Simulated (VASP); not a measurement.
# Ge in VASP: a series of runs

Ge is run at these levels: PBE; tasks: single point.

Program: VASP 6.6.1. These are calculated values, not measurements. Logs are shortened: lines on timing, memory, paths and dates and some standing lists are left out, and cuts for length are marked.

**1. The cell of the first run**

Symmetry: Fd-3m, No. 227, cubic system. Conventional cell: a = 5.658 Å, b = 5.658 Å, c = 5.658 Å, α = 90.00°, β = 90.00°, γ = 90.00°. Within 3.2 Å of Ge (site symmetry -43m) lie 4 Ge at 2.45 Å.

**2. Single point, PBE**

INCAR

```
SYSTEM = Ge
PREC = Accurate
ENCUT = 520
EDIFF = 1E-6
ISMEAR = -1
SIGMA = 0.05
LREAL = .FALSE.
LASPH = .TRUE.
NELM = 80
ALGO = Normal
ISIF = 2
LWAVE = .FALSE.
LCHARG = .TRUE.
GGA = PE
LELF = .TRUE.
LVHAR = .TRUE.
NBANDS = 21
```

KPOINTS

```
regular mesh
0
G
  10 10 10
  0 0 0
```

POSCAR

```
Ge
1.0
    0.0000000000      2.8287700000      2.8287700000
    2.8287700000      0.0000000000      2.8287700000
    2.8287700000      2.8287700000      0.0000000000
Ge
2
Direct
    0.5000000000      0.5000000000      0.5000000000
    0.7500000000      0.7500000000      0.7500000000
```

Potentials or basis: VASP PAW PBE potentials, release 64 (Ge_d).

Launch:

```
$ cat potpaw_PBE.64/Ge_d/POTCAR > POTCAR
$ mpirun -np 1 vasp_std > vasp.out
```

OUTCAR:

```text
SYSTEM = Ge
   PREC = Accurate
   ENCUT = 520
   EDIFF = 1E-6
   ISMEAR = -1
   LREAL = .FALSE.
   LASPH = .TRUE.
   NELM = 80
   ISIF = 2
   GGA = PE

 ion  position               nearest neighbor table
   1  0.500  0.500  0.500-   2 2.45   2 2.45   2 2.45   2 2.45
   2  0.750  0.750  0.750-   1 2.45   1 2.45   1 2.45   1 2.45

  LATTYP: Found a face centered cubic cell.
 ALAT       =     5.6575400000

  Lattice vectors:

 A1 = (   0.0000000000,   2.8287700000,   2.8287700000)
 A2 = (   2.8287700000,   0.0000000000,   2.8287700000)
 A3 = (   2.8287700000,   2.8287700000,   0.0000000000)

Analysis of symmetry for initial positions (statically):
=====================================================================
 Subroutine PRICEL returns:
 Original cell was already a primitive cell.

 Routine SETGRP: Setting up the symmetry group for a
 face centered cubic supercell.

 Subroutine GETGRP returns: Found 48 space group operations
 (whereof 24 operations were pure point group operations)
 out of a pool of 48 trial point group operations.

The static configuration has the point symmetry T_d .
 The point group associated with its full space group is O_h .

Analysis of symmetry for dynamics (positions and initial velocities):
=====================================================================
 Subroutine PRICEL returns:
 Original cell was already a primitive cell.

 Routine SETGRP: Setting up the symmetry group for a
 face centered cubic supercell.

 Subroutine GETGRP returns: Found 48 space group operations
 (whereof 24 operations were pure point group operations)
 out of a pool of 48 trial point group operations.

The dynamic configuration has the point symmetry T_d .
 The point group associated with its full space group is O_h .

 Subroutine INISYM returns: Found 48 space group operations
 (whereof 24 operations are pure point group operations),
 and found     1 'primitive' translations

----------------------------------------------------------------------------------------

                                     Primitive cell

  volume of cell :      45.2713

  direct lattice vectors                    reciprocal lattice vectors
     0.000000000  2.828770000  2.828770000    -0.176755268  0.176755268  0.176755268
     2.828770000  0.000000000  2.828770000     0.176755268 -0.176755268  0.176755268
     2.828770000  2.828770000  0.000000000     0.176755268  0.176755268 -0.176755268

  length of vectors
     4.000484899  4.000484899  4.000484899     0.306149105  0.306149105  0.306149105

  position of ions in fractional coordinates (direct lattice)
     0.500000000  0.500000000  0.500000000
     0.750000000  0.750000000  0.750000000

  ion indices of the primitive-cell ions
   primitive index   ion index
                 1           1
                 2           2

----------------------------------------------------------------------------------------

 KPOINTS: regular mesh

Automatic generation of k-mesh.
 Grid dimensions read from file:
 generate k-points for:   10   10   10

 Generating k-lattice:

  Cartesian coordinates                     Fractional coordinates (reciprocal lattice)
    -0.017675527  0.017675527  0.017675527     0.100000000  0.000000000  0.000000000
     0.017675527 -0.017675527  0.017675527     0.000000000  0.100000000  0.000000000
     0.017675527  0.017675527 -0.017675527     0.000000000  0.000000000  0.100000000

  Length of vectors
     0.030614911  0.030614911  0.030614911

  Shift w.r.t. Gamma in fractional coordinates (k-lattice)
     0.000000000  0.000000000  0.000000000

 Subroutine IBZKPT returns following result:
 ===========================================

 Found     47 irreducible k-points:

 Following reciprocal coordinates:
            Coordinates               Weight
  0.000000  0.000000  0.000000      1.000000
  0.100000  0.000000  0.000000      8.000000
  0.200000  0.000000  0.000000      8.000000
  0.300000  0.000000  0.000000      8.000000
  0.400000  0.000000  0.000000      8.000000
  0.500000  0.000000  0.000000      4.000000
[... 16 lines left out ...]
  0.300000  0.300000  0.000000      6.000000
  0.400000  0.300000  0.000000     24.000000
 [... further k-points ...]
   k-points           NKPTS =     47   k-points in BZ     NKDIM =     47   number of bands    NBANDS=     21
   number of dos      NEDOS =    301   number of ions     NIONS =      2
   total plane-waves  NPLWV =  27000
   dimension x,y,z NGX =    30 NGY =   30 NGZ =   30
   dimension x,y,z NGXF=    60 NGYF=   60 NGZF=   60
   ions per type =               2
   NGX,Y,Z   is equivalent  to a cutoff of  12.47, 12.47, 12.47 a.u.
   NGXF,Y,Z  is equivalent  to a cutoff of  24.93, 24.93, 24.93 a.u.
 SYSTEM =  Ge
   PREC   = accura    normal or accurate (medium, high low for compatibility)
   ISTART =      0    job   : 0-new  1-cont  2-samecut
   ICHARG =      2    charge: 1-file 2-atom 10-const
   ISPIN  =      1    spin polarized calculation?
   LNONCOLLINEAR =      F non collinear calculations
   LSORBIT =      F    spin-orbit coupling
   LASPH  =      T    aspherical Exc in radial PAW
   ENCUT  =  520.0 eV  38.22 Ry    6.18 a.u.   7.44  7.44  7.44*2*pi/ulx,y,z
   NELM   =     80;   NELMIN=  2; NELMDL= -5     # of ELM steps
   EDIFF  = 0.1E-05   stopping-criterion for ELM
   LREAL  =      F    real-space projection
   EDIFFG = 0.1E-04   stopping-criterion for IOM
   NSW    =      0    number of steps for IOM
   IBRION =     -1    ionic relax: 0-MD 1-quasi-New 2-CG
   NFREE  =      0    steps in history (QN), initial steepest desc. (CG)
   ISIF   =      2    stress and relaxation
   ISYM   =      2    0-nonsym 1-usesym 2-fastsym
   POTIM  = 0.5000    time-step for ionic-motion
   TEBEG  =    0.0;   TEEND  =   0.0 temperature during run
   PSTRESS=    0.0 pullay stress
   NELECT =      28.0000    total number of electrons
   NUPDOWN=      -1.0000    fix difference up-down
   EMIN   =  10.00;   EMAX   =-10.00  energy-range for DOS
   EFERMI =   0.00;   METHOD = LEGACY
   ISMEAR =    -1;   SIGMA  =   0.05  broadening in eV -4-tet -1-fermi 0-gaus
   EFERMI_NEDOS =   21; number of points for ismear=-14 and -15
   IALGO  =     38    algorithm
   IMIX   =      4    mixing-type and parameters
     AMIX     =   0.40;   BMIX     =  1.00
     AMIX_MAG =   1.60;   BMIX_MAG =  1.00
  volume/ion in A,a.u.               =      22.64       152.75
  Fermi-wavevector in a.u.,A,eV,Ry     =   1.394825  2.635838 26.470653  1.945538
  Thomas-Fermi vector in A             =   2.518337
   LORBIT       =      0    0 simple, 1 ext, 2 COOP (PROOUT), +10 PAW based schemes
   GGA     = PE    functional components
   LHFCALC =     F    Hartree Fock is set to
   AEXX    =    0.0000 exact exchange contribution
   IVDW    =     0    specifies the selected vdW correction
   LEPSILON=     F    determine dielectric tensor
   LRPA    =     F    only Hartree local field effects (RPA)
 non-spin polarized calculation
  energy-cutoff  :      520.00
  volume of cell :       45.27
 maximum number of plane-waves:      1243
 NGX is ok and might be reduce to    30
   NGX = 15   NGY = 15   NGZ = 15

 number of electron      28.0000022 magnetization

 Free energy of the ion-electron system (eV)
  ---------------------------------------------------
  ext. energy  EPLUGINS =         0.00000000
  ---------------------------------------------------
  free energy    TOTEN  =        -9.00667612 eV

  energy without entropy =       -9.00622028  energy(sigma->0) =       -9.00644820

 E-fermi :   5.0431     XC(G=0):  -9.9252

 val. band max:        5.0298310102   @ k =   0.0000   0.0000   0.0000
 cond. band min:       5.1790655440   @ k =   0.5000   0.0000   0.0000
 fundamental gap:      0.1492345338
 Fermi energy:         5.0430815334

 k-point     1 :       0.0000    0.0000    0.0000
  band No.  band energies     occupation
      1     -19.8212      2.00000
      2     -19.8212      2.00000
      3     -19.8212      2.00000
      4     -19.7850      2.00000
      5     -19.7850      2.00000
      6     -19.5744      2.00000
[... 13 lines left out ...]
     20      14.4771      0.00000
     21      14.4771      0.00000

 k-point     2 :       0.1000    0.0000    0.0000
  band No.  band energies     occupation
      1     -19.8269      2.00000
      2     -19.8269      2.00000
      3     -19.8195      2.00000
      4     -19.7771      2.00000
      5     -19.7771      2.00000
      6     -19.5831      2.00000
[... 13 lines left out ...]
     20      13.7667      0.00000
     21      13.7667      0.00000

 k-point     3 :       0.2000    0.0000    0.0000
  band No.  band energies     occupation
      1     -19.8358      2.00000
      2     -19.8358      2.00000
      3     -19.8152      2.00000
      4     -19.7628      2.00000
      5     -19.7628      2.00000
      6     -19.5950      2.00000
[... 13 lines left out ...]
     20      13.2622      0.00000
     21      13.2622      0.00000

 k-point     4 :       0.3000    0.0000    0.0000
  band No.  band energies     occupation
      1     -19.8420      2.00000
      2     -19.8420      2.00000
      3     -19.8098      2.00000
      4     -19.7512      2.00000
      5     -19.7512      2.00000
      6     -19.6036      2.00000
[... 13 lines left out ...]
     20      13.6384      0.00000
     21      13.6384      0.00000

 k-point     5 :       0.4000    0.0000    0.0000
  band No.  band energies     occupation
      1     -19.8449      2.00000
      2     -19.8449      2.00000
      3     -19.8053      2.00000
      4     -19.7448      2.00000
      5     -19.7448      2.00000
      6     -19.6077      2.00000
[... 13 lines left out ...]
     20      14.8743      0.00000
     21      14.8743      0.00000
[... 382 lines left out ...]
     20      14.3488      0.00000
     21      16.3698      0.00000

 k-point    22 :      -0.2000    0.2000    0.0000
  band No.  band energies     occupation
      1     -19.8508      2.00000
      2     -19.8503      2.00000
      3     -19.7941      2.00000
      4     -19.7525      2.00000
      5     -19.7292      2.00000
      6     -19.6285      2.00000
[... 13 lines left out ...]
     20      14.8664      0.00000
     21      15.4128      0.00000

 k-point    23 :       0.3000    0.3000    0.0000
  band No.  band energies     occupation
      1     -19.8445      2.00000
      2     -19.8445      2.00000
      3     -19.8218      2.00000
      4     -19.7369      2.00000
      5     -19.6952      2.00000
      6     -19.6841      2.00000
[... 13 lines left out ...]
     20      16.0104      0.00000
     21      16.2144      0.00000

 k-point    24 :       0.4000    0.3000    0.0000
  band No.  band energies     occupation
      1     -19.8548      2.00000
      2     -19.8491      2.00000
      3     -19.8053      2.00000
      4     -19.7218      2.00000
      5     -19.7017      2.00000
      6     -19.6780      2.00000
[... 13 lines left out ...]
     20      16.6634      0.00000
     21      16.7554      0.00000

 [... further k-points ...]
[... 5 lines left out ...]
  --------------------------------------------------------------------------------------
  -------------------------------------------------------------------------------------
  Total        1.0056866      1.0056866      1.0056866      0.0000000      0.0000000      0.0000000
  in kB       35.5918332     35.5918332     35.5918332      0.0000000      0.0000000      0.0000000
  external PRESSURE =      35.5918332 kB  Pullay stress =       0.0000000 kB

 VOLUME and BASIS-vectors are now :
 -----------------------------------------------------------------------------
  energy-cutoff  :      520.00
  volume of cell :       45.27
      direct lattice vectors                 reciprocal lattice vectors
     0.000000000  2.828770000  2.828770000    -0.176755268  0.176755268  0.176755268
     2.828770000  0.000000000  2.828770000     0.176755268 -0.176755268  0.176755268
     2.828770000  2.828770000  0.000000000     0.176755268  0.176755268 -0.176755268

 POSITION                                       TOTAL-FORCE (eV/Angst)
 -----------------------------------------------------------------------------------
      2.82877      2.82877      2.82877         0.000000      0.000000      0.000000
      4.24315      4.24315      4.24315        -0.000000     -0.000000     -0.000000
 -----------------------------------------------------------------------------------
    total drift:                                0.000000     -0.000000     -0.000000

  FREE ENERGIE OF THE ION-ELECTRON SYSTEM (eV)
  ---------------------------------------------------
  free  energy   TOTEN  =        -9.0066761218 eV

  energy  without entropy=       -9.0062202824  energy(sigma->0) =       -9.00644820
```

Wall time 24 s (1 thread of Intel Xeon Platinum 8488C (Sapphire Rapids), shared host); peak memory 0.18 GiB.

Results:

```
Free energy : -9.0067 eV
Pressure    : 3.6 GPa
```

Levels at points of the mesh, in eV from the Fermi level:
| k point | band 11 | band 12 | band 13 | band 14 | band 15 | band 16 | band 17 | band 18 |
| --- | --- | --- | --- | --- | --- | --- | --- | --- |
| (0.00, 0.00, 0.00) | -12.82 | -0.05 | -0.05 | -0.05 | -0.01 | 2.51 | 2.51 | 2.51 |
| (0.50, 0.00, 0.00) | -10.73 | -7.65 | -1.45 | -1.45 | 0.14 | 3.70 | 3.70 | 7.08 |
| (0.50, 0.50, 0.00) | -8.94 | -8.94 | -3.12 | -3.12 | 0.71 | 0.71 | 9.47 | 9.47 |

**3. Single point, PBE (xy shear strain of +1 %)**

INCAR

```
  ALGO = Normal
  EDIFF = 1E-7
  ENCUT = 520
  GGA = PE
  ISIF = 2
  ISMEAR = -1
  LASPH = True
  LCHARG = False
  LREAL = False
  LWAVE = False
  NBANDS = 21
  NELM = 60
  PREC = Accurate
  SIGMA = 0.05
```

KPOINTS

```
k-points
0
Gamma
  10 10 10
```

POSCAR

```
Ge
1.0
    0.0141438500      2.8287700000      2.8287700000
    2.8287700000      0.0141438500      2.8287700000
    2.8429138500      2.8429138500      0.0000000000
Ge
2
Direct
    0.5000000000      0.5000000000      0.5000000000
    0.7500000000      0.7500000000      0.7500000000
```

Potentials or basis: VASP PAW PBE potentials, release 64 (Ge_d).

Launch:

```
$ cat potpaw_PBE.64/Ge_d/POTCAR > POTCAR
$ mpirun -np 1 vasp_std > vasp.out
```

It took 87 s on 1 thread of Intel Xeon Platinum 8488C (Sapphire Rapids), shared host; peak memory 0.25 GiB.

It converged, with:

```yaml
Free_energy: -9.0054 eV
Pressure: 3.6 GPa
Largest_force: 0.092 eV/Å
```

Forces in eV/Å, atoms in the order of the input:
```
Ge   0.000  0.000  0.092
Ge   0.000  0.000 -0.092
```

Stress tensor (GPa, compression positive):
```
 3.61 -0.86  0.00
-0.86  3.61  0.00
 0.00  0.00  3.61
```

Levels at points of the mesh, in eV from the Fermi level:
| k point | band 11 | band 12 | band 13 | band 14 | band 15 | band 16 | band 17 | band 18 |
| --- | --- | --- | --- | --- | --- | --- | --- | --- |
| (0.00, 0.00, 0.00) | -12.82 | -0.05 | -0.05 | -0.04 | -0.01 | 2.43 | 2.51 | 2.59 |
| (0.50, 0.00, 0.00) | -10.70 | -7.66 | -1.48 | -1.47 | 0.10 | 3.65 | 3.73 | 7.06 |
| (0.50, 0.50, 0.00) | -8.98 | -8.88 | -3.17 | -3.07 | 0.65 | 0.77 | 9.46 | 9.49 |
| (0.00, 0.00, 0.50) | -10.76 | -7.63 | -1.43 | -1.42 | 0.18 | 3.68 | 3.76 | 7.11 |
| (0.50, 0.00, 0.50) | -8.93 | -8.93 | -3.12 | -3.12 | 0.71 | 0.71 | 9.47 | 9.47 |

Caveat: the cell differs from its parent crystal (xy shear strain of +1 %).

**4. Single point, PBE (atom 1 (Ge) moved by [0.0, 0.0, 0.03] A)**

INCAR

```
PREC = Accurate ; ENCUT = 520
EDIFF = 1E-7 ; ISMEAR = -1
SIGMA = 0.05 ; LREAL = F
LASPH = T ; NELM = 80
ALGO = Normal ; ISIF = 2
LWAVE = F ; LCHARG = F
GGA = PE ; NBANDS = 21
```

KPOINTS

```
Automatic mesh
0
Gamma
  10 10 10
```

POSCAR

```
Ge
1.0
    0.0000000000      2.8287700000      2.8287700000
    2.8287700000      0.0000000000      2.8287700000
    2.8287700000      2.8287700000      0.0000000000
Ge
2
Direct
    0.5053026580      0.5053026580      0.4946973420
    0.7500000000      0.7500000000      0.7500000000
```

Launch:

```
$ cat potpaw_PBE.64/Ge_d/POTCAR > POTCAR
$ mpirun -np 1 vasp_std > vasp.out
```

It took 82 s on 1 thread of Intel Xeon Platinum 8488C (Sapphire Rapids), shared host; peak memory 0.25 GiB.

It converged, with:

```yaml
Free_energy: -9.0015 eV
Pressure: 3.6 GPa
Largest_force: 0.342 eV/Å
Band_gap_on_the_k_mesh: 0.10 eV, indirect (the least direct gap lies 1.4 meV higher)
```

Forces on the atoms (eV/Å):
```
Ge   0.000  0.000 -0.342
Ge   0.000  0.000  0.342
```

Stress tensor (GPa, compression positive):
```
3.64 0.98 0.00
0.98 3.64 0.00
0.00 0.00 3.61
```

Levels at points of the mesh, in eV from the valence-band top:
```
           k point  band 12  band 13  band 14  band 15  band 16  band 17
(0.00, 0.00, 0.00)    -0.18    -0.03     0.00     0.10     2.41     2.52
(0.50, 0.00, 0.00)    -7.55    -1.53    -1.37     0.10     3.59     3.80
(0.00, 0.00, 0.50)    -7.72    -1.50    -1.36     0.19     3.63     3.84
(0.50, 0.50, 0.00)    -8.82    -3.15    -3.07     0.63     0.80     9.42
(0.00, 0.50, 0.50)    -8.92    -3.11    -3.11     0.72     0.72     9.48
```

Caveat: the cell differs from its parent crystal (atom 1 (Ge) moved by [0.0, 0.0, 0.03] A).
